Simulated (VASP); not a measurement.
# Sb (Im-3m) in VASP: further runs

Sb is run at these levels: revPBE+D3(BJ), revPBE+D4, BLYP+D3(BJ), BLYP+D4; tasks: relaxation of cell and atoms.

Everything below comes from runs of VASP 6.6.1. Logs are shortened: lines on timing, memory, paths and dates and some standing lists are left out, and cuts for length are marked.

### Step 1. The cell of the first run

Symmetry: Im-3m, No. 229, cubic system. Conventional cell: a = 3.743 Å, b = 3.743 Å, c = 3.743 Å, α = 90.00°, β = 90.00°, γ = 90.00°. Within 4.3 Å of Sb (site symmetry m-3m) lie 14 Sb at 3.24 to 3.74 Å.

### Step 2. Relaxation of cell and atoms, revPBE+D3(BJ)

File INCAR:

```
PREC = Accurate
ENCUT = 600
EDIFF = 1E-7
ISMEAR = -1
SIGMA = 0.05
LREAL = F
LASPH = T
NELM = 80
ALGO = Normal
ISIF = 3
LWAVE = F
LCHARG = F
GGA = RE
IVDW = 12
IBRION = 2
NSW = 60
EDIFFG = -0.01
```

File KPOINTS:

```
regular mesh
0
Gamma
  10 10 10
```

File POSCAR:

```
Sb
1.0
   -1.8713408863      1.8713408863      1.8713408863
    1.8713408863     -1.8713408863      1.8713408863
    1.8713408863      1.8713408863     -1.8713408863
Sb
1
Direct
    0.0000000000      0.0000000000      0.0000000000
```

Potentials or basis: VASP PAW PBE potentials, release 64 (Sb).

On the command line:

```sh
$ cat potpaw_PBE.64/Sb/POTCAR > POTCAR
$ mpirun -np 1 vasp_std > vasp.out
```

OUTCAR:

```text
PREC = Accurate
   ENCUT = 600
   EDIFF = 1E-7
   ISMEAR = -1
   LREAL = F
   LASPH = T
   NELM = 80
   ISIF = 3
   GGA = RE
   IVDW = 12
   IBRION = 2
   NSW = 60
   EDIFFG = -0.01
 IVDW          = 12

 ion  position               nearest neighbor table
   1  0.000  0.000  0.000-

  LATTYP: Found a body centered cubic cell.
 ALAT       =     3.7426817726

  Lattice vectors:

 A1 = (  -1.8713408863,   1.8713408863,   1.8713408863)
 A2 = (   1.8713408863,  -1.8713408863,   1.8713408863)
 A3 = (   1.8713408863,   1.8713408863,  -1.8713408863)

Analysis of symmetry for initial positions (statically):
=====================================================================
 Subroutine PRICEL returns:
 Original cell was already a primitive cell.

 Routine SETGRP: Setting up the symmetry group for a
 body centered cubic supercell.

 Subroutine GETGRP returns: Found 48 space group operations
 (whereof 48 operations were pure point group operations)
 out of a pool of 48 trial point group operations.

The static configuration has the point symmetry O_h .

Analysis of symmetry for dynamics (positions and initial velocities):
=====================================================================
 Subroutine PRICEL returns:
 Original cell was already a primitive cell.

 Routine SETGRP: Setting up the symmetry group for a
 body centered cubic supercell.

 Subroutine GETGRP returns: Found 48 space group operations
 (whereof 48 operations were pure point group operations)
 out of a pool of 48 trial point group operations.

The dynamic configuration has the point symmetry O_h .

 Subroutine INISYM returns: Found 48 space group operations
 (whereof 48 operations are pure point group operations),
 and found     1 'primitive' translations

----------------------------------------------------------------------------------------

                                     Primitive cell

  volume of cell :      26.2131

  direct lattice vectors                    reciprocal lattice vectors
    -1.871340886  1.871340886  1.871340886     0.000000000  0.267188092  0.267188092
     1.871340886 -1.871340886  1.871340886     0.267188092  0.000000000  0.267188092
     1.871340886  1.871340886 -1.871340886     0.267188092  0.267188092  0.000000000

  length of vectors
     3.241257493  3.241257493  3.241257493     0.377861023  0.377861023  0.377861023

  position of ions in fractional coordinates (direct lattice)
     0.000000000  0.000000000  0.000000000

  ion indices of the primitive-cell ions
   primitive index   ion index
                 1           1

----------------------------------------------------------------------------------------

 KPOINTS: regular mesh

Automatic generation of k-mesh.
 Grid dimensions read from file:
 generate k-points for:   10   10   10

 Generating k-lattice:

  Cartesian coordinates                     Fractional coordinates (reciprocal lattice)
     0.000000000  0.026718809  0.026718809     0.100000000  0.000000000  0.000000000
     0.026718809  0.000000000  0.026718809     0.000000000  0.100000000  0.000000000
     0.026718809  0.026718809  0.000000000     0.000000000  0.000000000  0.100000000

  Length of vectors
     0.037786102  0.037786102  0.037786102

  Shift w.r.t. Gamma in fractional coordinates (k-lattice)
     0.000000000  0.000000000  0.000000000

 Subroutine IBZKPT returns following result:
 ===========================================

 Found     47 irreducible k-points:

 Following reciprocal coordinates:
            Coordinates               Weight
  0.000000  0.000000  0.000000      1.000000
  0.100000  0.000000  0.000000     12.000000
  0.200000  0.000000  0.000000     12.000000
  0.300000  0.000000  0.000000     12.000000
  0.400000  0.000000  0.000000     12.000000
  0.500000  0.000000  0.000000      6.000000
[... 16 lines left out ...]
  0.300000  0.300000  0.100000      8.000000
 -0.300000  0.300000  0.100000     24.000000
 [... further k-points ...]
   k-points           NKPTS =     47   k-points in BZ     NKDIM =     47   number of bands    NBANDS=      6
   number of dos      NEDOS =    301   number of ions     NIONS =      1
   total plane-waves  NPLWV =  21952
   dimension x,y,z NGX =    28 NGY =   28 NGZ =   28
   dimension x,y,z NGXF=    56 NGYF=   56 NGZF=   56
   ions per type =               1
   NGX,Y,Z   is equivalent  to a cutoff of  14.36, 14.36, 14.36 a.u.
   NGXF,Y,Z  is equivalent  to a cutoff of  28.72, 28.72, 28.72 a.u.
 SYSTEM =  unknown system
   PREC   = accura    normal or accurate (medium, high low for compatibility)
   ISTART =      0    job   : 0-new  1-cont  2-samecut
   ICHARG =      2    charge: 1-file 2-atom 10-const
   ISPIN  =      1    spin polarized calculation?
   LNONCOLLINEAR =      F non collinear calculations
   LSORBIT =      F    spin-orbit coupling
   LASPH  =      T    aspherical Exc in radial PAW
   ENCUT  =  600.0 eV  44.10 Ry    6.64 a.u.   6.47  6.47  6.47*2*pi/ulx,y,z
   NELM   =     80;   NELMIN=  2; NELMDL= -5     # of ELM steps
   EDIFF  = 0.1E-06   stopping-criterion for ELM
   LREAL  =      F    real-space projection
   EDIFFG = -.1E-01   stopping-criterion for IOM
   NSW    =     60    number of steps for IOM
   IBRION =      2    ionic relax: 0-MD 1-quasi-New 2-CG
   NFREE  =      1    steps in history (QN), initial steepest desc. (CG)
   ISIF   =      3    stress and relaxation
   ISYM   =      2    0-nonsym 1-usesym 2-fastsym
   POTIM  = 0.5000    time-step for ionic-motion
   TEBEG  =    0.0;   TEEND  =   0.0 temperature during run
   PSTRESS=    0.0 pullay stress
   NELECT =       5.0000    total number of electrons
   NUPDOWN=      -1.0000    fix difference up-down
   EMIN   =  10.00;   EMAX   =-10.00  energy-range for DOS
   EFERMI =   0.00;   METHOD = LEGACY
   ISMEAR =    -1;   SIGMA  =   0.05  broadening in eV -4-tet -1-fermi 0-gaus
   EFERMI_NEDOS =   21; number of points for ismear=-14 and -15
   IALGO  =     38    algorithm
   IMIX   =      4    mixing-type and parameters
     AMIX     =   0.40;   BMIX     =  1.00
     AMIX_MAG =   1.60;   BMIX_MAG =  1.00
  volume/ion in A,a.u.               =      26.21       176.89
  Fermi-wavevector in a.u.,A,eV,Ry     =   0.942378  1.780837 12.083018  0.888077
  Thomas-Fermi vector in A             =   2.069982
   LORBIT       =      0    0 simple, 1 ext, 2 COOP (PROOUT), +10 PAW based schemes
   GGA     = RE    functional components
   LHFCALC =     F    Hartree Fock is set to
   AEXX    =    0.0000 exact exchange contribution
   IVDW    =    12    specifies the selected vdW correction
   LEPSILON=     F    determine dielectric tensor
   LRPA    =     F    only Hartree local field effects (RPA)
 conjugate gradient relaxation of ions
 non-spin polarized calculation
  energy-cutoff  :      600.00
  volume of cell :       26.21
 maximum number of plane-waves:       909
 NGX is ok and might be reduce to    28
   NGX = 13   NGY = 13   NGZ = 13

--------------------------------------- Ionic step        1  -------------------------------------------

 number of electron       5.0000000 magnetization

 Free energy of the ion-electron system (eV)
  ---------------------------------------------------
  ext. energy  EPLUGINS =         0.00000000
  ---------------------------------------------------
  free energy    TOTEN  =        -3.55539916 eV

  energy without entropy =       -3.54634358  energy(sigma->0) =       -3.55087137

------------------------ aborting loop because EDIFF is reached ----------------------------------------

 Edisp (eV)   -1.01163

 E8    (eV) :    -0.7256

  FORCE on cell =-STRESS in cart. coord.  units (eV):
  Direction    XX          YY          ZZ          XY          YZ          ZX
  --------------------------------------------------------------------------------------
  -------------------------------------------------------------------------------------
  Total      -0.33441    -0.33441    -0.33441    -0.00000    -0.00000     0.00000
  in kB     -20.43939   -20.43939   -20.43939    -0.00000    -0.00000     0.00000
  external pressure =      -20.44 kB  Pullay stress =        0.00 kB

 VOLUME and BASIS-vectors are now :
 -----------------------------------------------------------------------------
  energy-cutoff  :      600.00
  volume of cell :       26.21
      direct lattice vectors                 reciprocal lattice vectors
    -1.871340886  1.871340886  1.871340886     0.000000000  0.267188092  0.267188092
     1.871340886 -1.871340886  1.871340886     0.267188092  0.000000000  0.267188092
     1.871340886  1.871340886 -1.871340886     0.267188092  0.267188092  0.000000000
[... 40 lines left out ...]
 POSITION                                       TOTAL-FORCE (eV/Angst)
 -----------------------------------------------------------------------------------
      1.84115      1.84115     -1.84115        -0.000000      0.000000     -0.000000
 -----------------------------------------------------------------------------------
    total drift:                               -0.000000     -0.000000      0.000000

  FREE ENERGIE OF THE ION-ELECTRON SYSTEM (eV)
  ---------------------------------------------------
  free  energy   TOTEN  =        -4.5708100031 eV

  energy  without entropy=       -4.5614822494  energy(sigma->0) =       -4.56614613

--------------------------------------- Ionic step        3  -------------------------------------------

 number of electron       5.0000000 magnetization

 Free energy of the ion-electron system (eV)
  ---------------------------------------------------
  ext. energy  EPLUGINS =         0.00000000
  ---------------------------------------------------
  free energy    TOTEN  =        -3.52885040 eV

  energy without entropy =       -3.51957265  energy(sigma->0) =       -3.52421153

 E-fermi :   9.3049     XC(G=0): -10.4600

 val. band max:        9.3009698141   @ k =   0.3000   0.1000   0.1000
 cond. band min:       9.3866377065   @ k =   0.2000   0.2000   0.0000
 fundamental gap:      0.0856678924
 Fermi energy:         9.3049274706

 k-point     1 :       0.0000    0.0000    0.0000
  band No.  band energies     occupation
      1      -3.9964      2.00000
      2      15.3042      0.00000
      3      15.3042      0.00000
      4      15.3042      0.00000
      5      20.0561      0.00000
      6      20.0561      0.00000

 k-point     2 :       0.1000    0.0000    0.0000
  band No.  band energies     occupation
      1      -3.7748      2.00000
      2      13.6641      0.00000
      3      14.5777      0.00000
      4      15.0922      0.00000
      5      18.8748      0.00000
      6      18.9454      0.00000
[... 181 lines left out ...]
 k-point    23 :       0.3000    0.3000    0.1000
  band No.  band energies     occupation
      1       1.3705      2.00000
      2       5.4813      2.00000
      3       5.4813      2.00000
      4       9.4099      0.21834
      5      21.2170      0.00000
      6      22.8965      0.00000

 k-point    24 :      -0.3000    0.3000    0.1000
  band No.  band energies     occupation
      1      -1.8128      2.00000
      2       7.6717      2.00000
      3      11.4220      0.00000
      4      12.8509      0.00000
      5      17.0884      0.00000
      6      17.9640      0.00000

 [... further k-points ...]

------------------------ aborting loop because EDIFF is reached ----------------------------------------

 Edisp (eV)   -1.04356

 E8    (eV) :    -0.7482

  FORCE on cell =-STRESS in cart. coord.  units (eV):
  Direction    XX          YY          ZZ          XY          YZ          ZX
  --------------------------------------------------------------------------------------
  -------------------------------------------------------------------------------------
  Total       0.00153     0.00153     0.00153    -0.00000    -0.00000     0.00000
  in kB       0.09630     0.09630     0.09630    -0.00000    -0.00000     0.00000
  external pressure =        0.10 kB  Pullay stress =        0.00 kB

 VOLUME and BASIS-vectors are now :
 -----------------------------------------------------------------------------
  energy-cutoff  :      600.00
  volume of cell :       25.39
      direct lattice vectors                 reciprocal lattice vectors
    -1.851625475  1.851625475  1.851625475     0.000000000  0.270033010  0.270033010
     1.851625475 -1.851625475  1.851625475     0.270033010  0.000000000  0.270033010
     1.851625475  1.851625475 -1.851625475     0.270033010  0.270033010  0.000000000

 POSITION                                       TOTAL-FORCE (eV/Angst)
 -----------------------------------------------------------------------------------
     -0.00000      0.00000      0.00000        -0.000000     -0.000000     -0.000000
 -----------------------------------------------------------------------------------
    total drift:                                0.000000      0.000000      0.000000

  FREE ENERGIE OF THE ION-ELECTRON SYSTEM (eV)
  ---------------------------------------------------
  free  energy   TOTEN  =        -4.5724100130 eV

  energy  without entropy=       -4.5631322651  energy(sigma->0) =       -4.56777114

 reached required accuracy - stopping structural energy minimisation
```

Wall time 36 s (1 thread of Intel Xeon Platinum 8259CL at 2.50GHz (Skylake/Cascade Lake), shared host); peak memory 0.17 GiB.

What came out:

| Property | Result |
| --- | --- |
| Free energy | -4.5724 eV |
| Relaxed volume | 25.39 Å³/atom |
| Relaxed cell | a = 3.207 Å, b = 3.207 Å, c = 3.207 Å, α = 109.47°, β = 109.47°, γ = 109.47° |
| Space group after relaxing (to 0.05 Å) | Im-3m (No. 229) |
| Energy gained by relaxing | 5.4 meV/atom |
| Ionic steps | 3 |
| Pressure after relaxing | 0.0 GPa |
| Dispersion energy per atom | -1.044 eV |

Step by step:
```
step  energy change (eV)  largest force (eV/Å)  pressure (GPa)  volume (Å³)
   1              0.0000                0.0000           -2.04        26.21
   2             -0.0038                0.0000            1.22        24.96
   3             -0.0054                0.0000            0.01        25.39
```

Final structure:
```
CELL_PARAMETERS angstrom
-1.85163 1.85163 1.85163
1.85163 -1.85163 1.85163
1.85163 1.85163 -1.85163
ATOMIC_POSITIONS crystal
Sb 0.00000 0.00000 0.00000
```

Caveat: the PAW data sets were made with another functional, which shifts forces and pressure a little; spin-orbit coupling is left out, which moves the levels of the heavy elements; pairwise dispersion overbinds metals, which lowers pressure and volume.

### Step 3. Relaxation of cell and atoms, revPBE+D4

File INCAR:

```
  ALGO = Normal
  EDIFF = 1E-6
  EDIFFG = -0.01
  ENCUT = 600
  GGA = RE
  IBRION = 2
  ISIF = 3
  ISMEAR = -1
  IVDW = 13
  LASPH = True
  LCHARG = False
  LREAL = False
  LWAVE = False
  NELM = 60
  NSW = 60
  PREC = Accurate
  SIGMA = 0.05
```

File KPOINTS:

```
k-points
0
Gamma
  10 10 10
```

POSCAR is that of step 2.

Potentials or basis: VASP PAW PBE potentials, release 64 (Sb).

On the command line:

```sh
$ cat potpaw_PBE.64/Sb/POTCAR > POTCAR
$ mpirun -np 1 vasp_std > vasp.out
```

OUTCAR:

```text
EDIFF = 1E-6
   EDIFFG = -0.01
   ENCUT = 600
   GGA = RE
   IBRION = 2
   ISIF = 3
   ISMEAR = -1
   IVDW = 13
   LASPH = True
   LREAL = False
   NELM = 60
   NSW = 60
   PREC = Accurate

 ion  position               nearest neighbor table
   1  0.000  0.000  0.000-

  LATTYP: Found a body centered cubic cell.
 ALAT       =     3.7426817726

  Lattice vectors:

 A1 = (  -1.8713408863,   1.8713408863,   1.8713408863)
 A2 = (   1.8713408863,  -1.8713408863,   1.8713408863)
 A3 = (   1.8713408863,   1.8713408863,  -1.8713408863)

Analysis of symmetry for initial positions (statically):
=====================================================================
 Subroutine PRICEL returns:
 Original cell was already a primitive cell.

 Routine SETGRP: Setting up the symmetry group for a
 body centered cubic supercell.

[... 242 lines left out ...]

 number of electron       5.0000000 magnetization

 Free energy of the ion-electron system (eV)
  ---------------------------------------------------
  ext. energy  EPLUGINS =         0.00000000
  ---------------------------------------------------
  free energy    TOTEN  =        -3.54218833 eV

  energy without entropy =       -3.53300126  energy(sigma->0) =       -3.53759479

 E-fermi :   9.1102     XC(G=0): -10.3964

 val. band max:        9.1084913790   @ k =   0.3000   0.1000   0.1000
 cond. band min:       9.1740968812   @ k =   0.5000   0.5000   0.3000
 fundamental gap:      0.0656055021
 Fermi energy:         9.1102204223

 k-point     1 :       0.0000    0.0000    0.0000
  band No.  band energies     occupation
      1      -4.0727      2.00000
      2      14.9914      0.00000
      3      14.9914      0.00000
      4      14.9914      0.00000
      5      19.8066      0.00000
      6      19.8066      0.00000
[... 199 lines left out ...]
 k-point    24 :      -0.3000    0.3000    0.1000
  band No.  band energies     occupation
      1      -1.9209      2.00000
      2       7.4811      2.00000
      3      11.1941      0.00000
      4      12.6035      0.00000
      5      16.8486      0.00000
      6      17.7335      0.00000

 [... further k-points ...]

------------------------ aborting loop because EDIFF is reached ----------------------------------------

  DFT-D4 for vdW energy calculation

  Edisp (eV):   -0.93381
[... 24 lines left out ...]
  FREE ENERGIE OF THE ION-ELECTRON SYSTEM (eV)
  ---------------------------------------------------
  free  energy   TOTEN  =        -4.4759972387 eV

  energy  without entropy=       -4.4668101703  energy(sigma->0) =       -4.47140370

 reached required accuracy - stopping structural energy minimisation
```

OSZICAR:

```text
N       E                     dE             d eps       ncg     rms          rms(c)
DAV:   1     0.102758604825E+02    0.10276E+02   -0.18082E+03   570   0.615E+02
DAV:   2    -0.331335489781E+01   -0.13589E+02   -0.12994E+02   828   0.779E+01
DAV:   3    -0.355640798000E+01   -0.24305E+00   -0.23956E+00   690   0.114E+01
DAV:   4    -0.355723580689E+01   -0.82783E-03   -0.82780E-03   744   0.878E-01
[... 14 lines left out ...]
       N       E                     dE             d eps       ncg     rms          rms(c)
DAV:   1    -0.354269058204E+01   -0.91555E-02   -0.16895E-02   630   0.759E-01    0.109E-01
DAV:   2    -0.354237040548E+01    0.32018E-03   -0.24085E-04   576   0.135E-01    0.615E-02
DAV:   3    -0.354218809750E+01    0.18231E-03   -0.30832E-04   588   0.104E-01    0.195E-02
DAV:   4    -0.354218832703E+01   -0.22953E-06   -0.17931E-06   612   0.143E-02
   3 F= -.44759972E+01 E0= -.44714037E+01  d E =-.165877E-02
```

Wall time 26 s (1 thread of Intel Xeon Platinum 8259CL at 2.50GHz (Skylake/Cascade Lake), shared host); peak memory 0.16 GiB.

Results:

```
Free energy                            : -4.4760 eV
Relaxed volume                         : 25.76 Å³/atom
Relaxed cell                           : a = 3.222 Å, b = 3.222 Å, c = 3.222 Å, α = 109.47°, β = 109.47°, γ = 109.47°
Space group after relaxing (to 0.05 Å) : Im-3m (No. 229)
Energy gained by relaxing              : 1.7 meV/atom
Ionic steps                            : 3
Pressure after relaxing                : 0.0 GPa
Dispersion energy per atom             : -0.934 eV
```

Step by step:
```csv
step,energy change (eV),largest force (eV/Å),pressure (GPa),volume (Å³)
1,0.0000,0.0000,-1.14,26.21
2,-0.0012,0.0000,0.67,25.51
3,-0.0017,0.0000,0.02,25.76
```

Final structure:
```
Sb
1.0
    -1.86041    1.86041    1.86041
     1.86041   -1.86041    1.86041
     1.86041    1.86041   -1.86041
Sb
1
Direct
  0.00000 0.00000 0.00000
```

Caveat: the PAW data sets were made with another functional, which shifts forces and pressure a little; spin-orbit coupling is left out, which moves the levels of the heavy elements; pairwise dispersion overbinds metals, which lowers pressure and volume.

(Continued in part 2 of 2.)
